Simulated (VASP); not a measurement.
A run of VASP 6.6.1 is set up as follows.

INCAR

```
PREC = Accurate
ENCUT = 520
EDIFF = 1E-6
ISMEAR = 0
SIGMA = 0.15
LREAL = False
LASPH = True
NELM = 100
ALGO = Normal
ISIF = 2
LWAVE = False
LCHARG = True
LELF = True
LVHAR = True
NBANDS = 18
```

Contents of KPOINTS:

```
Automatic mesh
0
Gamma
  20 20 20
```

File POSCAR:

```
Si2W
1.0
   -1.5398709965      1.5398709965      3.9919615714
    1.5398709965     -1.5398709965      3.9919615714
    1.5398709965      1.5398709965     -3.9919615714
Si W
2 1
Direct
    0.3346644983      0.3346644983      0.0000000000
    0.6653355017      0.6653355017      0.0000000000
    0.0000000000      0.0000000000      0.0000000000
```

Potentials or basis: VASP PAW LDA potentials, release 64 (Si, W_sv).

The run is started by

```sh
$ cat potpaw_LDA.64/Si/POTCAR potpaw_LDA.64/W_sv/POTCAR > POTCAR
$ mpirun -np 1 vasp_std > vasp.out
```

Task: Estimate the largest force.

Result: 0.131 eV/Å.

Task: Estimate the pressure.

Result: 11.1 GPa.

Stress tensor (GPa, compression positive):
```
19.44  0.00  0.00
 0.00 19.44  0.00
 0.00  0.00 -5.53
```

Caveat: the stress differs along the axes, from -6 to 19 GPa.
